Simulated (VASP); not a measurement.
# Sr3CuOs (Pm-3m) in VASP: further runs

Sr3CuOs is run at these levels: PBE; tasks: single point, relaxation of cell and atoms.

Everything below comes from runs of VASP 6.6.1. Logs are shortened: lines on timing, memory, paths and dates and some standing lists are left out, and cuts for length are marked.

**1. The cell of the first run**

Symmetry: Pm-3m, No. 221, cubic system. The conventional cell has a = 4.967 Å, b = 4.967 Å, c = 4.967 Å, α = 90.00°, β = 90.00°, γ = 90.00°. Within 3.3 Å of Sr (site symmetry 4/mmm) lie 2 Cu at 2.48 Å. Cu (site symmetry m-3m) has 6 Sr at 2.48 Å within 3.3 Å. Within 4.6 Å of Os (site symmetry m-3m) lie 12 Sr at 3.51 Å and 8 Cu at 4.30 Å.

The cell was generated, and may not be a known phase.

**2. Single point, PBE**

INCAR

```
ALGO     = Normal         # electronic algorithm
EDIFF    = 1E-6           # SCF threshold, eV
ENCUT    = 520            # plane-wave cutoff, eV
GGA      = PE             # functional
ISIF     = 2              # what is computed and relaxed
ISMEAR   = 0              # smearing method
LASPH    = True           # aspherical terms in the spheres
LCHARG   = False          # write CHGCAR
LREAL    = False          # projectors in reciprocal space
LWAVE    = False          # write WAVECAR
NBANDS   = 32             # bands
NELM     = 60             # most SCF steps
PREC     = Accurate       # precision mode
SIGMA    = 0.1            # smearing width, eV
```

KPOINTS

```
k-points
0
Gamma
  4 4 4
```

POSCAR

```
Sr3CuOs
1.0
    4.9670976800      0.0000000000      0.0000000000
    0.0000000000      4.9670976800      0.0000000000
    0.0000000000      0.0000000000      4.9670976800
Sr Cu Os
3 1 1
Direct
    0.5000000000      0.0000000000      0.0000000000
    0.0000000000      0.5000000000      0.0000000000
    0.0000000000      0.0000000000      0.5000000000
    0.0000000000      0.0000000000      0.0000000000
    0.5000000000      0.5000000000      0.5000000000
```

Potentials or basis: VASP PAW PBE potentials, release 64 (Sr_sv, Cu, Os).

Command:

```bash
> cat potpaw_PBE.64/Sr_sv/POTCAR potpaw_PBE.64/Cu/POTCAR potpaw_PBE.64/Os/POTCAR > POTCAR
> mpirun -np 1 vasp_std > vasp.out
```

OUTCAR:

```text
EDIFF = 1E-6
   ENCUT = 520
   GGA = PE
   ISIF = 2
   ISMEAR = 0
   LASPH = True
   LREAL = False
   NELM = 60
   PREC = Accurate

 ion  position               nearest neighbor table
   1  0.500  0.000  0.000-   4 2.48   4 2.48   2 3.51   5 3.51   3 3.51   5 3.51   2 3.51   5 3.51
                             5 3.51   2 3.51   3 3.51   3 3.51   3 3.51   2 3.51
   2  0.000  0.500  0.000-   4 2.48   4 2.48   1 3.51   5 3.51   3 3.51   5 3.51   1 3.51   3 3.51
                             3 3.51   3 3.51   1 3.51   5 3.51   5 3.51   1 3.51
   3  0.000  0.000  0.500-   4 2.48   4 2.48   1 3.51   5 3.51   1 3.51   2 3.51   2 3.51   2 3.51
                             5 3.51   2 3.51   1 3.51   5 3.51   1 3.51   5 3.51
   4  0.000  0.000  0.000-   1 2.48   2 2.48   3 2.48   3 2.48   2 2.48   1 2.48
   5  0.500  0.500  0.500-   1 3.51   2 3.51   3 3.51   1 3.51   2 3.51   1 3.51   3 3.51   1 3.51
                             2 3.51   3 3.51   2 3.51   3 3.51

  LATTYP: Found a simple cubic cell.
 ALAT       =     4.9670976800

  Lattice vectors:

 A1 = (   4.9670976800,   0.0000000000,   0.0000000000)
 A2 = (   0.0000000000,   4.9670976800,   0.0000000000)
 A3 = (   0.0000000000,   0.0000000000,   4.9670976800)

Analysis of symmetry for initial positions (statically):
=====================================================================
 Subroutine PRICEL returns:
 Original cell was already a primitive cell.

 Routine SETGRP: Setting up the symmetry group for a
 simple cubic supercell.

 Subroutine GETGRP returns: Found 48 space group operations
 (whereof 48 operations were pure point group operations)
 out of a pool of 48 trial point group operations.

The static configuration has the point symmetry O_h .

Analysis of symmetry for dynamics (positions and initial velocities):
=====================================================================
 Subroutine PRICEL returns:
 Original cell was already a primitive cell.

 Routine SETGRP: Setting up the symmetry group for a
 simple cubic supercell.

 Subroutine GETGRP returns: Found 48 space group operations
 (whereof 48 operations were pure point group operations)
 out of a pool of 48 trial point group operations.

The dynamic configuration has the point symmetry O_h .

 Subroutine INISYM returns: Found 48 space group operations
 (whereof 48 operations are pure point group operations),
 and found     1 'primitive' translations

----------------------------------------------------------------------------------------

                                     Primitive cell

  volume of cell :     122.5485
[... 84 lines left out ...]
   IBRION =     -1    ionic relax: 0-MD 1-quasi-New 2-CG
   NFREE  =      0    steps in history (QN), initial steepest desc. (CG)
   ISIF   =      2    stress and relaxation
   ISYM   =      2    0-nonsym 1-usesym 2-fastsym
   POTIM  = 0.5000    time-step for ionic-motion
   TEBEG  =    0.0;   TEEND  =   0.0 temperature during run
   PSTRESS=    0.0 pullay stress
   NELECT =      49.0000    total number of electrons
   NUPDOWN=      -1.0000    fix difference up-down
   EMIN   =  10.00;   EMAX   =-10.00  energy-range for DOS
   EFERMI =   0.00;   METHOD = LEGACY
   ISMEAR =     0;   SIGMA  =   0.10  broadening in eV -4-tet -1-fermi 0-gaus
   EFERMI_NEDOS =   21; number of points for ismear=-14 and -15
   IALGO  =     38    algorithm
   IMIX   =      4    mixing-type and parameters
     AMIX     =   0.40;   BMIX     =  1.00
     AMIX_MAG =   1.60;   BMIX_MAG =  1.00
  volume/ion in A,a.u.               =      24.51       165.40
  Fermi-wavevector in a.u.,A,eV,Ry     =   1.206065  2.279133 19.790946  1.454594
  Thomas-Fermi vector in A             =   2.341743
   LORBIT       =      0    0 simple, 1 ext, 2 COOP (PROOUT), +10 PAW based schemes
   GGA     = PE    functional components
   LHFCALC =     F    Hartree Fock is set to
   AEXX    =    0.0000 exact exchange contribution
   IVDW    =     0    specifies the selected vdW correction
   LEPSILON=     F    determine dielectric tensor
   LRPA    =     F    only Hartree local field effects (RPA)
 non-spin polarized calculation
 Gauss-broadening in eV      SIGMA  =   0.10
  energy-cutoff  :      520.00
  volume of cell :      122.55
 maximum number of plane-waves:      3362
 NGX is ok and might be reduce to    40
   NGX = 19   NGY = 19   NGZ = 19

 number of electron      49.0000027 magnetization

 Free energy of the ion-electron system (eV)
  ---------------------------------------------------
  ext. energy  EPLUGINS =         0.00000000
  ---------------------------------------------------
  free energy    TOTEN  =       -12.97787060 eV

  energy without entropy =      -12.94648385  energy(sigma->0) =      -12.96217722

 E-fermi :   4.0342     XC(G=0): -10.0677

 val. band max:        3.9920566826   @ k =   0.5000   0.2500   0.2500
 cond. band min:       4.0498790116   @ k =   0.5000   0.2500   0.0000
 fundamental gap:      0.0578223290
 Fermi energy:         4.0341569656

 k-point     1 :       0.0000    0.0000    0.0000
  band No.  band energies     occupation
      1     -31.1707      2.00000
      2     -30.9831      2.00000
      3     -30.9831      2.00000
      4     -13.8665      2.00000
      5     -13.8665      2.00000
      6     -13.8665      2.00000
[... 339 lines left out ...]
     31       7.3607      0.00000
     32       7.3607      0.00000

------------------------ aborting loop because EDIFF is reached ----------------------------------------

  FORCE on cell =-STRESS in cart. coord.  units (eV):
  Direction    XX          YY          ZZ          XY          YZ          ZX
  --------------------------------------------------------------------------------------
  -------------------------------------------------------------------------------------
  Total       12.3602492     12.3602492     12.3602492     -0.0000000     -0.0000000     -0.0000000
  in kB      161.5956661    161.5956661    161.5956661     -0.0000000     -0.0000000     -0.0000000
  external PRESSURE =     161.5956661 kB  Pullay stress =       0.0000000 kB

 VOLUME and BASIS-vectors are now :
 -----------------------------------------------------------------------------
  energy-cutoff  :      520.00
  volume of cell :      122.55
      direct lattice vectors                 reciprocal lattice vectors
     4.967097680  0.000000000  0.000000000     0.201324811  0.000000000  0.000000000
     0.000000000  4.967097680  0.000000000     0.000000000  0.201324811  0.000000000
     0.000000000  0.000000000  4.967097680     0.000000000  0.000000000  0.201324811

 POSITION                                       TOTAL-FORCE (eV/Angst)
 -----------------------------------------------------------------------------------
      2.48355      0.00000      0.00000         0.000000      0.000000      0.000000
      0.00000      2.48355      0.00000         0.000000      0.000000      0.000000
      0.00000      0.00000      2.48355         0.000000      0.000000      0.000000
      0.00000      0.00000      0.00000         0.000000      0.000000      0.000000
      2.48355      2.48355      2.48355         0.000000      0.000000      0.000000
 -----------------------------------------------------------------------------------
    total drift:                                0.000000      0.000000     -0.000000

  FREE ENERGIE OF THE ION-ELECTRON SYSTEM (eV)
  ---------------------------------------------------
  free  energy   TOTEN  =       -12.9778705951 eV

  energy  without entropy=      -12.9464838500  energy(sigma->0) =      -12.96217722
```

OSZICAR:

```text
N       E                     dE             d eps       ncg     rms          rms(c)
DAV:   1     0.451612506130E+03    0.45161E+03   -0.22321E+04   640   0.158E+03
DAV:   2     0.341240683199E+02   -0.41749E+03   -0.39996E+03   688   0.430E+02
DAV:   3    -0.106166351615E+02   -0.44741E+02   -0.42408E+02  1040   0.128E+02
DAV:   4    -0.143866914032E+02   -0.37701E+01   -0.37217E+01  1040   0.298E+01
[... 14 lines left out ...]
DAV:  19    -0.129778842433E+02    0.15364E-04   -0.22302E-05   784   0.403E-02    0.117E-01
DAV:  20    -0.129778769759E+02    0.72675E-05   -0.98697E-06   792   0.347E-02    0.794E-02
DAV:  21    -0.129778722832E+02    0.46927E-05   -0.75708E-06   840   0.290E-02    0.360E-02
DAV:  22    -0.129778708810E+02    0.14022E-05   -0.29579E-06   600   0.182E-02    0.931E-03
DAV:  23    -0.129778705951E+02    0.28588E-06   -0.42287E-07   408   0.829E-03
   1 F= -.12977871E+02 E0= -.12962177E+02  d E =-.313867E-01
```

Run time: 2.1 min. Hardware: 1 thread of Intel Xeon 8259CL, shared host; peak memory 0.26 GiB.

What came out:

```
Free energy            : -12.9779 eV
Pressure               : 16.2 GPa
Band gap on the k mesh : zero (an odd number of electrons rules out a gap without spin polarisation)
```

Caveat: the cell stands under pressure; spin-orbit coupling is left out, which moves the levels of the heavy elements.

**3. Single point, PBE**

This run uses another cell than the first one, of 33.59 Å³/atom.

INCAR

```
SYSTEM = Sr3CuOs
PREC = Accurate ; ENCUT = 520
EDIFF = 1E-6 ; ISMEAR = 0
SIGMA = 0.1 ; LREAL = .FALSE.
LASPH = .TRUE. ; NELM = 60
ALGO = Normal ; ISIF = 2
LWAVE = .FALSE. ; LCHARG = .TRUE.
GGA = PE ; LELF = .TRUE.
LVHAR = .TRUE. ; NBANDS = 32
```

KPOINTS

```
Automatic mesh
0
G
  4 4 4
  0 0 0
```

POSCAR, as its differences from that of step 2:

```diff
@@ -2,5 +2,5 @@
 1.0
-    4.9670976800      0.0000000000      0.0000000000
-    0.0000000000      4.9670976800      0.0000000000
-    0.0000000000      0.0000000000      4.9670976800
+    5.5171896428      0.0000000000      0.0000000000
+    0.0000000000      5.5171896428      0.0000000000
+    0.0000000000      0.0000000000      5.5171896428
 Sr Cu Os
```

Potentials or basis: VASP PAW PBE potentials, release 64 (Sr_sv, Cu, Os).

Command:

```bash
> cat potpaw_PBE.64/Sr_sv/POTCAR potpaw_PBE.64/Cu/POTCAR potpaw_PBE.64/Os/POTCAR > POTCAR
> mpirun -np 1 vasp_std > vasp.out
```

Run time: 2.3 min. Hardware: 1 thread of Intel Xeon 8259CL, shared host; peak memory 0.28 GiB.

It converged, with:

```yaml
Free_energy: -14.8381 eV
Pressure: 0.5 GPa
Band_gap_on_the_k_mesh: zero (an odd number of electrons rules out a gap without spin polarisation)
```

Levels at points of the mesh, in eV from the Fermi level:
```
           k point  band 21  band 22  band 23  band 24  band 25  band 26  band 27  band 28
(0.00, 0.00, 0.00)    -0.87    -0.42    -0.42    -0.42     1.70     1.70     1.70     2.17
(0.50, 0.00, 0.00)    -0.34    -0.34    -0.33    -0.31    -0.08     0.84     1.45     1.45
(0.50, 0.50, 0.00)    -1.10    -0.36    -0.27    -0.25    -0.25     0.03     0.74     1.26
(0.50, 0.50, 0.50)    -1.47    -1.47    -0.04    -0.04     0.27     0.27     0.27     1.14
```

Caveat: spin-orbit coupling is left out, which moves the levels of the heavy elements.

**4. Relaxation of cell and atoms, PBE**

INCAR

```
PREC     = Accurate       # precision mode
ENCUT    = 600            # plane-wave cutoff, eV
EDIFF    = 1E-6           # SCF threshold, eV
ISMEAR   = 0              # smearing method
SIGMA    = 0.1            # smearing width, eV
LREAL    = False          # projectors in reciprocal space
LASPH    = True           # aspherical terms in the spheres
NELM     = 60             # most SCF steps
ALGO     = Normal         # electronic algorithm
ISIF     = 3              # what is computed and relaxed
LWAVE    = False          # write WAVECAR
LCHARG   = False          # write CHGCAR
GGA      = PE             # functional
IBRION   = 2              # ionic algorithm
NSW      = 90             # ionic steps
EDIFFG   = -0.04          # ionic threshold
```

KPOINTS

```
regular mesh
0
Gamma
  4 4 4
```

POSCAR, as its differences from that of step 3:

```diff
@@ -2,5 +2,5 @@
 1.0
-    5.5171896428      0.0000000000      0.0000000000
-    0.0000000000      5.5171896428      0.0000000000
-    0.0000000000      0.0000000000      5.5171896428
+    4.9670976800      0.0000000000      0.0000000000
+    0.0000000000      4.9670976800      0.0000000000
+    0.0000000000      0.0000000000      4.9670976800
 Sr Cu Os
```

Command:

```bash
> cat potpaw_PBE.64/Sr_sv/POTCAR potpaw_PBE.64/Cu/POTCAR potpaw_PBE.64/Os/POTCAR > POTCAR
> mpirun -np 1 vasp_std > vasp.out
```

Wall time 4.9 min (1 thread of Intel Xeon 8259CL, shared host); peak memory 0.28 GiB.

The run converged. Its results:

* Free energy: -14.8349 eV
* Relaxed volume: 34.32 Å³/atom
* Relaxed cell: a = 5.557 Å, b = 5.557 Å, c = 5.557 Å, α = 90.00°, β = 90.00°, γ = 90.00°
* Space group after relaxing (to 0.1 Å): Pm-3m (No. 221)
* Energy gained by relaxing: 371.3 meV/atom
* Ionic steps: 2
* Pressure after relaxing: -0.1 GPa
* Band gap on the k mesh: zero (an odd number of electrons rules out a gap without spin polarisation)

Step by step:
| step | energy change (eV) | largest force (eV/Å) | pressure (GPa) | volume (Å³) |
| --- | --- | --- | --- | --- |
| 1 | 0.0000 | 0.0000 | 16.09 | 122.55 |
| 2 | -1.8567 | 0.0000 | -0.11 | 171.59 |

Final structure:
```yaml
crystal:
  lattice:
    - [5.55693, 0.00000, 0.00000]
    - [0.00000, 5.55693, 0.00000]
    - [0.00000, 0.00000, 5.55693]
  atoms:
    - { symbol: Sr, position: [0.50000, 0.00000, 0.00000] }
    - { symbol: Sr, position: [0.00000, 0.50000, 0.00000] }
    - { symbol: Sr, position: [0.00000, 0.00000, 0.50000] }
    - { symbol: Cu, position: [0.00000, 0.00000, 0.00000] }
    - { symbol: Os, position: [0.50000, 0.50000, 0.50000] }
```

Levels at points of the mesh, in eV from the Fermi level:
```csv
k point,band 22,band 23,band 24,band 25,band 26,band 27
"(0.00, 0.00, 0.00)",-0.40,-0.40,-0.40,1.64,1.64,2.12
"(0.50, 0.00, 0.00)",-0.33,-0.31,-0.28,-0.08,0.83,1.44
"(0.50, 0.50, 0.00)",-0.35,-0.25,-0.24,-0.24,0.03,0.74
"(0.50, 0.50, 0.50)",-1.44,-0.03,-0.03,0.27,0.27,0.27
```

Caveat: the volume moved by over 15 % at a fixed basis, so the end points are rough; spin-orbit coupling is left out, which moves the levels of the heavy elements.

**5. Single point, PBE, collinear spin**

This run uses another cell than the first one, of 33.59 Å³/atom.

INCAR

```
PREC     = Accurate       # precision mode
ENCUT    = 520            # plane-wave cutoff, eV
EDIFF    = 1E-6           # SCF threshold, eV
ISMEAR   = 0              # smearing method
SIGMA    = 0.1            # smearing width, eV
LREAL    = False          # projectors in reciprocal space
LASPH    = True           # aspherical terms in the spheres
NELM     = 150            # most SCF steps
ALGO     = Fast           # electronic algorithm
ISIF     = 2              # what is computed and relaxed
LWAVE    = False          # write WAVECAR
LCHARG   = False          # write CHGCAR
ISPIN    = 2              # spin polarisation
MAGMOM   = 0 0 0 0 1      # initial moments
LORBIT   = 11             # projections on sites
LMAXMIX  = 4              # l up to which the mixer works
GGA      = PE             # functional
NBANDS   = 36             # bands
```

KPOINTS

```
Automatic mesh
0
Gamma
  4 4 4
```

POSCAR, as its differences from that of step 4:

```diff
@@ -2,5 +2,5 @@
 1.0
-    4.9670976800      0.0000000000      0.0000000000
-    0.0000000000      4.9670976800      0.0000000000
-    0.0000000000      0.0000000000      4.9670976800
+    5.5171896428      0.0000000000      0.0000000000
+    0.0000000000      5.5171896428      0.0000000000
+    0.0000000000      0.0000000000      5.5171896428
 Sr Cu Os
```

Command:

```bash
> cat potpaw_PBE.64/Sr_sv/POTCAR potpaw_PBE.64/Cu/POTCAR potpaw_PBE.64/Os/POTCAR > POTCAR
> mpirun -np 1 vasp_std > vasp.out
```

Wall time 8.9 min (1 thread of Intel Xeon 8259CL, shared host); peak memory 0.38 GiB.

The run converged. Its results:

```
Free energy                                           : -14.9767 eV
Pressure                                              : 1.0 GPa
Net moment                                            : 1.32 μB per cell
Site moments                                          : Sr -0.03; Cu -0.00; Os +1.58 μB
Valence electrons inside the program's atomic spheres : Sr 8.02; Cu 10.11; Os 6.52
```

Levels at points of the mesh, in eV from the Fermi level:
Spin up:
```tsv
k point	band 21	band 22	band 23	band 24	band 25	band 26	band 27	band 28	band 29	band 30
(0.00, 0.00, 0.00)	-1.46	-0.95	-0.95	-0.95	1.63	1.63	1.63	2.07	2.07	2.10
(0.50, 0.00, 0.00)	-0.89	-0.89	-0.87	-0.87	-0.38	0.78	1.35	1.35	1.62	1.62
(0.50, 0.50, 0.00)	-1.13	-1.04	-0.88	-0.81	-0.81	-0.81	0.75	1.20	1.20	1.25
(0.50, 0.50, 0.50)	-1.66	-1.64	-0.86	-0.86	-0.10	-0.10	-0.10	1.03	1.03	1.03
```
Spin down:
```csv
k point,band 22,band 23,band 24,band 25,band 26,band 27
"(0.00, 0.00, 0.00)",-0.32,-0.32,-0.32,1.59,1.59,1.59
"(0.50, 0.00, 0.00)",-0.24,-0.24,-0.21,0.30,0.84,1.33
"(0.50, 0.50, 0.00)",-0.26,-0.12,-0.12,0.07,0.45,0.66
"(0.50, 0.50, 0.50)",-1.52,0.36,0.36,0.37,0.37,0.37
```

Caveat: spin-orbit coupling is left out, which moves the levels of the heavy elements.

**6. Summary**

```csv
task,spin,cell,cutoff (eV),gap on the mesh (eV),pressure (GPa)
single point,off,"a = 4.967 Å, 5 atoms",520,none,16.2
single point,off,"a = 5.517 Å, 5 atoms",520,none,0.5
relaxation of cell and atoms,off,"relaxed from a = 4.967 Å, 5 atoms",600,none,-0.1
single point,collinear,"a = 5.517 Å, 5 atoms",520,none,1.0
```

Alike in all rows: level PBE; potentials or basis VASP PAW PBE potentials, release 64 (Sr_sv, Cu, Os); k mesh 4 × 4 × 4; smearing gaussian 0.1 eV.

Caveats: spin-orbit coupling is left out, which moves the levels of the heavy elements; the cell stands under pressure (at least some runs); the volume moved by over 15 % at a fixed basis, so the end points are rough (at least some runs).

Absolute energies hang on the potentials; compare differences alone.

The gap in the log of VASP goes by the Fermi energy; the results here count the filled bands.